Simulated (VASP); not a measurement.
# Ca in VASP: further runs, part 2 of 2

VASP 6.6.1.

### Step 3. Electric field gradients, PBEsol (equal xy, yz and zx shear strains of -1 %)

Contents of INCAR:

```
SYSTEM = Ca
ALGO = Normal
EDIFF = 1E-8
ENCUT = 520
GGA = PS
ISIF = 2
ISMEAR = -1
LASPH = .True.
LCHARG = .False.
LEFG = .True.
LREAL = .False.
LWAVE = .False.
NBANDS = 11
NELM = 100
PREC = Accurate
SIGMA = 0.05
```

Contents of KPOINTS:

```
k-points
0
Gamma
  11 11 11
  0 0 0
```

Contents of POSCAR:

```
Ca
1.0
   -0.0279420000      2.7802290000      2.7802290000
    2.7802290000     -0.0279420000      2.7802290000
    2.7802290000      2.7802290000     -0.0279420000
Ca
1
Direct
    0.0000000000      0.0000000000      0.0000000000
```

Potentials or basis: VASP PAW PBE potentials, release 64 (Ca_sv).

Command:

```
$ cat potpaw_PBE.64/Ca_sv/POTCAR > POTCAR
$ mpirun -np 1 vasp_std > vasp.out
```

OUTCAR:

```text
SYSTEM = Ca
   EDIFF = 1E-8
   ENCUT = 520
   GGA = PS
   ISIF = 2
   ISMEAR = -1
   LASPH = .True.
   LREAL = .False.
   NELM = 100
   PREC = Accurate

 ion  position               nearest neighbor table
   1  0.000  0.000  0.000-

  LATTYP: Found a trigonal (rhomboedric) cell.
 ALAT       =     3.9319368434
 COS(alpha) =     0.4899250057

  Lattice vectors:

 A1 = (  -0.0279420000,   2.7802290000,   2.7802290000)
 A2 = (   2.7802290000,  -0.0279420000,   2.7802290000)
 A3 = (   2.7802290000,   2.7802290000,  -0.0279420000)

Analysis of symmetry for initial positions (statically):
=====================================================================
 Subroutine PRICEL returns:
 Original cell was already a primitive cell.

 Routine SETGRP: Setting up the symmetry group for a
 trigonal (rhombohedral) supercell.

 Subroutine GETGRP returns: Found 12 space group operations
 (whereof 12 operations were pure point group operations)
 out of a pool of 12 trial point group operations.

The static configuration has the point symmetry D_3d.

Analysis of symmetry for dynamics (positions and initial velocities):
=====================================================================
 Subroutine PRICEL returns:
 Original cell was already a primitive cell.

 Routine SETGRP: Setting up the symmetry group for a
 trigonal (rhombohedral) supercell.

 Subroutine GETGRP returns: Found 12 space group operations
 (whereof 12 operations were pure point group operations)
 out of a pool of 12 trial point group operations.

The dynamic configuration has the point symmetry D_3d.

[... 154 lines left out ...]
  band No.  band energies     occupation
      1     -40.1583      2.00000
      2     -21.1544      2.00000
      3     -21.1537      2.00000
      4     -21.1537      2.00000
      5      -2.2117      2.00000
      6       4.0112      0.00000
      7       4.0112      0.00000
      8       4.1064      0.00000
      9       5.0816      0.00000
     10       5.0816      0.00000
     11      10.7410      0.00000
[... 309 lines left out ...]
 k-point    24 :      -0.1818    0.1818    0.0000
  band No.  band energies     occupation
      1     -40.1506      2.00000
      2     -21.2194      2.00000
      3     -21.1834      2.00000
      4     -21.1629      2.00000
      5      -0.8425      2.00000
      6       3.0560      0.00000
      7       3.7727      0.00000
      8       4.5592      0.00000
      9       4.6144      0.00000
     10       5.5461      0.00000
     11       8.9549      0.00000

 [... further k-points ...]
[... 5 lines left out ...]
  --------------------------------------------------------------------------------------
  -------------------------------------------------------------------------------------
  Total       -0.3148713     -0.3148713     -0.3148713      0.0372123      0.0372123      0.0372123
  in kB      -11.5630888    -11.5630888    -11.5630888      1.3665549      1.3665549      1.3665549
  external PRESSURE =     -11.5630888 kB  Pullay stress =       0.0000000 kB

 VOLUME and BASIS-vectors are now :
 -----------------------------------------------------------------------------
  energy-cutoff  :      520.00
  volume of cell :       43.63
      direct lattice vectors                 reciprocal lattice vectors
    -0.027942000  2.780229000  2.780229000    -0.177152583  0.178951087  0.178951087
     2.780229000 -0.027942000  2.780229000     0.178951087 -0.177152583  0.178951087
     2.780229000  2.780229000 -0.027942000     0.178951087  0.178951087 -0.177152583

 POSITION                                       TOTAL-FORCE (eV/Angst)
 -----------------------------------------------------------------------------------
      0.00000      0.00000      0.00000        -0.000000      0.000000     -0.000000
 -----------------------------------------------------------------------------------
    total drift:                               -0.000000     -0.000000      0.000000

  FREE ENERGIE OF THE ION-ELECTRON SYSTEM (eV)
  ---------------------------------------------------
  free  energy   TOTEN  =        -2.1282851546 eV

  energy  without entropy=       -2.1171431626  energy(sigma->0) =       -2.12271416

 Electric field gradients (V/A^2)
---------------------------------------------------------------------
 ion       V_xx      V_yy      V_zz      V_xy      V_xz      V_yz
---------------------------------------------------------------------
   1       0.000    -0.000    -0.000     0.737     0.737     0.737
---------------------------------------------------------------------

 Electric field gradients after diagonalization (V/A^2)
 (convention: |V_zz| > |V_xx| > |V_yy|)
----------------------------------------------------------------------
 ion       V_xx      V_yy      V_zz     asymmetry (V_yy - V_xx)/ V_zz
----------------------------------------------------------------------
   1      -0.737    -0.737     1.474       0.000
----------------------------------------------------------------------

           NMR quadrupolar parameters

 Cq : quadrupolar parameter    Cq=e*Q*V_zz/h
 eta: asymmetry parameters     (V_yy - V_xx)/ V_zz
 Q  : nuclear electric quadrupole moment in mb (millibarn)
----------------------------------------------------------------------
 ion       Cq(MHz)       eta       Q (mb)
----------------------------------------------------------------------
   1       0.004       0.000       1.000
----------------------------------------------------------------------
```

OSZICAR:

```text
N       E                     dE             d eps       ncg     rms          rms(c)
DAV:   1     0.665438442866E+02    0.66544E+02   -0.49777E+03  3212   0.818E+02
DAV:   2    -0.583056513610E+00   -0.67127E+02   -0.66531E+02  3557   0.208E+02
DAV:   3    -0.206461481647E+01   -0.14816E+01   -0.14613E+01  4844   0.301E+01
DAV:   4    -0.213343270060E+01   -0.68818E-01   -0.68522E-01  4127   0.495E+00
DAV:   5    -0.213505675648E+01   -0.16241E-02   -0.16238E-02  4548   0.634E-01    0.230E+00
DAV:   6    -0.213064861473E+01    0.44081E-02   -0.76079E-03  3983   0.102E+00    0.138E+00
DAV:   7    -0.212842537548E+01    0.22232E-02   -0.13907E-02  3338   0.144E+00    0.876E-02
DAV:   8    -0.212827946423E+01    0.14591E-03   -0.10380E-03  3953   0.274E-01    0.192E-02
DAV:   9    -0.212828522077E+01   -0.57565E-05   -0.70202E-05  4136   0.722E-02    0.633E-03
DAV:  10    -0.212828548447E+01   -0.26370E-06   -0.63852E-06  5031   0.213E-02    0.775E-04
DAV:  11    -0.212828507521E+01    0.40926E-06   -0.19576E-07  5104   0.432E-03    0.742E-04
DAV:  12    -0.212828516303E+01   -0.87821E-07   -0.14128E-08  3219   0.134E-03    0.108E-04
DAV:  13    -0.212828515457E+01    0.84565E-08   -0.11304E-09  2080   0.304E-04
   1 F= -.21282852E+01 E0= -.21227142E+01  d E =-.111420E-01
```

Run time: 54 s. Hardware: 1 thread of Intel Xeon Platinum 8259CL at 2.50GHz (Skylake/Cascade Lake), shared host; peak memory 0.21 GiB.

Results:

* Free energy: -2.1283 eV
* Pressure: -1.2 GPa
* Band gap on the k mesh: zero (band 5 reaches 1.94 eV, above the bottom of band 6 at 1.60 eV)

Electric field gradients, principal values (V/Å²):
```csv
atom,least,middle,greatest (by size)
1 Ca,-0.737,-0.737,1.474
```

Caveat: the cell differs from its parent crystal (equal xy, yz and zx shear strains of -1 %); without QUAD_EFG the Cq values of the log hold for a quadrupole moment of 1 mb, not for the nuclei; the PAW data sets were made with another functional, which shifts forces and pressure a little.

### Step 4. Electric field gradients, PBEsol (equal xy, yz and zx shear strains of +2 %)

Contents of INCAR:

```
SYSTEM = Ca
PREC = Accurate
ENCUT = 520
EDIFF = 1E-8
ISMEAR = -1
SIGMA = 0.05
LREAL = .False.
LASPH = .True.
NELM = 80
ALGO = Normal
ISIF = 2
LWAVE = .False.
LCHARG = .False.
GGA = PS
LEFG = .True.
NBANDS = 11
```

Contents of KPOINTS:

```
Automatic mesh
0
Gamma
  11 11 11
  0 0 0
```

Contents of POSCAR:

```
Ca
1.0
    0.0558840000      2.8221420000      2.8221420000
    2.8221420000      0.0558840000      2.8221420000
    2.8221420000      2.8221420000      0.0558840000
Ca
1
Direct
    0.0000000000      0.0000000000      0.0000000000
```

Potentials or basis: VASP PAW PBE potentials, release 64 (Ca_sv).

Command:

```
$ cat potpaw_PBE.64/Ca_sv/POTCAR > POTCAR
$ mpirun -np 1 vasp_std > vasp.out
```

OUTCAR:

```text
SYSTEM = Ca
   PREC = Accurate
   ENCUT = 520
   EDIFF = 1E-8
   ISMEAR = -1
   LREAL = .False.
   LASPH = .True.
   NELM = 80
   ISIF = 2
   GGA = PS

 ion  position               nearest neighbor table
   1  0.000  0.000  0.000-

  LATTYP: Found a trigonal (rhomboedric) cell.
 ALAT       =     3.9915027193
 COS(alpha) =     0.5197000882

  Lattice vectors:

 A1 = (   0.0558840000,   2.8221420000,   2.8221420000)
[... 545 lines left out ...]
    total drift:                               -0.000000     -0.000000      0.000000

  FREE ENERGIE OF THE ION-ELECTRON SYSTEM (eV)
  ---------------------------------------------------
  free  energy   TOTEN  =        -2.1266205041 eV

  energy  without entropy=       -2.1157510912  energy(sigma->0) =       -2.12118580

 Electric field gradients (V/A^2)
---------------------------------------------------------------------
 ion       V_xx      V_yy      V_zz      V_xy      V_xz      V_yz
---------------------------------------------------------------------
   1      -0.000    -0.000    -0.000    -1.341    -1.341    -1.341
---------------------------------------------------------------------

 Electric field gradients after diagonalization (V/A^2)
 (convention: |V_zz| > |V_xx| > |V_yy|)
----------------------------------------------------------------------
 ion       V_xx      V_yy      V_zz     asymmetry (V_yy - V_xx)/ V_zz
----------------------------------------------------------------------
   1       1.341     1.341    -2.682       0.000
----------------------------------------------------------------------

           NMR quadrupolar parameters

 Cq : quadrupolar parameter    Cq=e*Q*V_zz/h
 eta: asymmetry parameters     (V_yy - V_xx)/ V_zz
 Q  : nuclear electric quadrupole moment in mb (millibarn)
----------------------------------------------------------------------
 ion       Cq(MHz)       eta       Q (mb)
----------------------------------------------------------------------
   1      -0.006       0.000       1.000
----------------------------------------------------------------------
```

OSZICAR:

```text
N       E                     dE             d eps       ncg     rms          rms(c)
DAV:   1     0.663867100106E+02    0.66387E+02   -0.49344E+03  3212   0.818E+02
DAV:   2    -0.568321608751E+00   -0.66955E+02   -0.66346E+02  3560   0.207E+02
DAV:   3    -0.206856172343E+01   -0.15002E+01   -0.14831E+01  4757   0.308E+01
DAV:   4    -0.213220292206E+01   -0.63641E-01   -0.63391E-01  4204   0.492E+00
DAV:   5    -0.213343262110E+01   -0.12297E-02   -0.12296E-02  4493   0.569E-01    0.230E+00
DAV:   6    -0.212898764278E+01    0.44450E-02   -0.74547E-03  3865   0.101E+00    0.138E+00
DAV:   7    -0.212676018026E+01    0.22275E-02   -0.13947E-02  3369   0.144E+00    0.885E-02
DAV:   8    -0.212661517284E+01    0.14501E-03   -0.10344E-03  3937   0.275E-01    0.184E-02
DAV:   9    -0.212662041140E+01   -0.52386E-05   -0.71084E-05  4168   0.718E-02    0.552E-03
DAV:  10    -0.212662082931E+01   -0.41791E-06   -0.60095E-06  4857   0.211E-02    0.767E-04
DAV:  11    -0.212662043251E+01    0.39680E-06   -0.18258E-07  4944   0.426E-03    0.722E-04
DAV:  12    -0.212662051379E+01   -0.81278E-07   -0.13941E-08  3220   0.125E-03    0.113E-04
DAV:  13    -0.212662050408E+01    0.97068E-08   -0.12616E-09  2071   0.309E-04
   1 F= -.21266205E+01 E0= -.21211858E+01  d E =-.108694E-01
```

stdout:

```text
POSCAR found type information on POSCAR Ca
 POSCAR found :  1 types and       1 ions
 scaLAPACK will be used
 -----------------------------------------------------------------------------
|                                                                             |
|                                                                             |
|     You enforced a specific xc type in the INCAR file but a different       |
|     I HOPE YOU KNOW WHAT YOU ARE DOING!                                     |
|                                                                             |
 -----------------------------------------------------------------------------

 LDA part: xc-table for (Slater+PW92), standard interpolation
 POSCAR, INCAR and KPOINTS ok, starting setup
 FFT: planning ... GRIDC
 FFT: planning ... GRID_SOFT
 FFT: planning ... GRID
 WAVECAR not read
 entering main loop
ion   1
```

Run time: 53 s. Hardware: 1 thread of Intel Xeon Platinum 8259CL at 2.50GHz (Skylake/Cascade Lake), shared host; peak memory 0.21 GiB.

Results:

```
Free energy            : -2.1266 eV
Pressure               : -1.1 GPa
Band gap on the k mesh : zero (band 5 reaches 1.95 eV, above the bottom of band 6 at 1.52 eV)
```

Electric field gradients, principal values (V/Å²):
| atom | least | middle | greatest (by size) |
| --- | --- | --- | --- |
| 1 Ca | 1.341 | 1.341 | -2.682 |

Caveat: the cell differs from its parent crystal (equal xy, yz and zx shear strains of +2 %); without QUAD_EFG the Cq values of the log hold for a quadrupole moment of 1 mb, not for the nuclei; the PAW data sets were made with another functional, which shifts forces and pressure a little.

### Step 5. Electric field gradients, PBEsol (zz strain of -2 %)

Contents of INCAR:

```
SYSTEM = Ca
PREC     = Accurate       ! precision mode
ENCUT    = 520            ! plane-wave cutoff, eV
EDIFF    = 1E-8           ! SCF threshold, eV
ISMEAR   = -1             ! smearing method
SIGMA    = 0.05           ! smearing width, eV
LREAL    = .FALSE.        ! projectors in reciprocal space
LASPH    = .TRUE.         ! aspherical terms in the spheres
NELM     = 60             ! most SCF steps
ALGO     = Normal         ! electronic algorithm
ISIF     = 2              ! what is computed and relaxed
LWAVE    = .FALSE.        ! write WAVECAR
LCHARG   = .FALSE.        ! write CHGCAR
GGA      = PS             ! functional
LEFG     = .TRUE.       
NBANDS   = 11             ! bands
```

Contents of KPOINTS:

```
Automatic mesh
0
G
  11 11 11
  0 0 0
```

Contents of POSCAR:

```
Ca
1.0
    0.0000000000      2.7942000000      2.7383160000
    2.7942000000      0.0000000000      2.7383160000
    2.7942000000      2.7942000000      0.0000000000
Ca
1
Direct
    0.0000000000      0.0000000000      0.0000000000
```

Potentials or basis: VASP PAW PBE potentials, release 64 (Ca_sv).

Command:

```
$ cat potpaw_PBE.64/Ca_sv/POTCAR > POTCAR
$ mpirun -np 1 vasp_std > vasp.out
```

OUTCAR:

```text
SYSTEM = Ca
   PREC = Accurate
   ENCUT = 520
   EDIFF = 1E-8
   ISMEAR = -1
   LREAL = .FALSE.
   LASPH = .TRUE.
   NELM = 60
   ISIF = 2
   GGA = PS

 ion  position               nearest neighbor table
   1  0.000  0.000  0.000-

  LATTYP: Found a body centered tetragonal cell.
 ALAT       =     3.9515955360
 C/A-ratio  =     1.3859292911

  Lattice vectors:

 A1 = (   0.0000000000,  -2.7942000000,  -2.7383160000)
 A2 = (   0.0000000000,   2.7942000000,  -2.7383160000)
 A3 = (   2.7942000000,   0.0000000000,   2.7383160000)
[... 543 lines left out ...]
    total drift:                               -0.000000     -0.000000     -0.000000

  FREE ENERGIE OF THE ION-ELECTRON SYSTEM (eV)
  ---------------------------------------------------
  free  energy   TOTEN  =        -2.1339281982 eV

  energy  without entropy=       -2.1228610238  energy(sigma->0) =       -2.12839461

 Electric field gradients (V/A^2)
---------------------------------------------------------------------
 ion       V_xx      V_yy      V_zz      V_xy      V_xz      V_yz
---------------------------------------------------------------------
   1       0.008     0.008    -0.017     0.000     0.000     0.000
---------------------------------------------------------------------

 Electric field gradients after diagonalization (V/A^2)
 (convention: |V_zz| > |V_xx| > |V_yy|)
----------------------------------------------------------------------
 ion       V_xx      V_yy      V_zz     asymmetry (V_yy - V_xx)/ V_zz
----------------------------------------------------------------------
   1       0.009     0.008    -0.017       0.024
----------------------------------------------------------------------

           NMR quadrupolar parameters

 Cq : quadrupolar parameter    Cq=e*Q*V_zz/h
 eta: asymmetry parameters     (V_yy - V_xx)/ V_zz
 Q  : nuclear electric quadrupole moment in mb (millibarn)
----------------------------------------------------------------------
 ion       Cq(MHz)       eta       Q (mb)
----------------------------------------------------------------------
   1      -0.000       0.024       1.000
----------------------------------------------------------------------
```

OSZICAR:

```text
N       E                     dE             d eps       ncg     rms          rms(c)
DAV:   1     0.663317601217E+02    0.66332E+02   -0.49385E+03  2772   0.815E+02
DAV:   2    -0.554897692026E+00   -0.66887E+02   -0.66246E+02  3048   0.207E+02
DAV:   3    -0.207398181169E+01   -0.15191E+01   -0.15043E+01  4122   0.307E+01
DAV:   4    -0.214010688612E+01   -0.66125E-01   -0.65935E-01  3586   0.518E+00
DAV:   5    -0.214188439678E+01   -0.17775E-02   -0.17772E-02  3952   0.663E-01    0.229E+00
DAV:   6    -0.213666521534E+01    0.52192E-02   -0.75077E-03  3391   0.102E+00    0.137E+00
DAV:   7    -0.213407194761E+01    0.25933E-02   -0.13960E-02  2972   0.144E+00    0.899E-02
DAV:   8    -0.213392355863E+01    0.14839E-03   -0.10363E-03  3414   0.277E-01    0.180E-02
DAV:   9    -0.213392806374E+01   -0.45051E-05   -0.70234E-05  3604   0.711E-02    0.488E-03
DAV:  10    -0.213392852523E+01   -0.46150E-06   -0.55513E-06  4193   0.204E-02    0.675E-04
DAV:  11    -0.213392814746E+01    0.37777E-06   -0.17129E-07  4484   0.396E-03    0.504E-04
DAV:  12    -0.213392820785E+01   -0.60388E-07   -0.99123E-09  2576   0.110E-03    0.922E-05
DAV:  13    -0.213392819822E+01    0.96302E-08   -0.73072E-10  1866   0.240E-04
   1 F= -.21339282E+01 E0= -.21283946E+01  d E =-.110672E-01
```

Wall time 44 s (1 thread of AMD EPYC 7R43 (Zen 3), shared host); peak memory 0.17 GiB.

What came out:

```
Free energy            : -2.1339 eV
Pressure               : -0.9 GPa
Band gap on the k mesh : zero (band 5 reaches 2.00 eV, above the bottom of band 6 at 1.71 eV)
```

Stress tensor (GPa, compression positive):
```
-0.91  0.00  0.00
 0.00 -0.91  0.00
 0.00  0.00 -0.77
```

Caveat: the cell differs from its parent crystal (zz strain of -2 %); without QUAD_EFG the Cq values of the log hold for a quadrupole moment of 1 mb, not for the nuclei; the PAW data sets were made with another functional, which shifts forces and pressure a little.

### Step 6. Summary

| cell | gap on the mesh (eV) | pressure (GPa) |
| --- | --- | --- |
| a = 3.932 Å, angles 60.7°, 1 atom | none | -1.2 |
| a = 3.992 Å, angles 58.7°, 1 atom | none | -1.1 |
| a = 3.912, b = 3.912, c = 3.952 Å, angles 59.7, 59.7, 60.7°, 1 atom | none | -0.9 |

Alike in all rows: task electric field gradients; level PBEsol; potentials or basis VASP PAW PBE potentials, release 64 (Ca_sv); no spin polarisation; k mesh 11 × 11 × 11; cutoff (eV) 520; smearing fermi-dirac 0.05 eV.

Caveats: the PAW data sets were made with another functional, which shifts forces and pressure a little.

Total energies depend on the potentials used, so only differences within one code and one set of settings carry meaning.
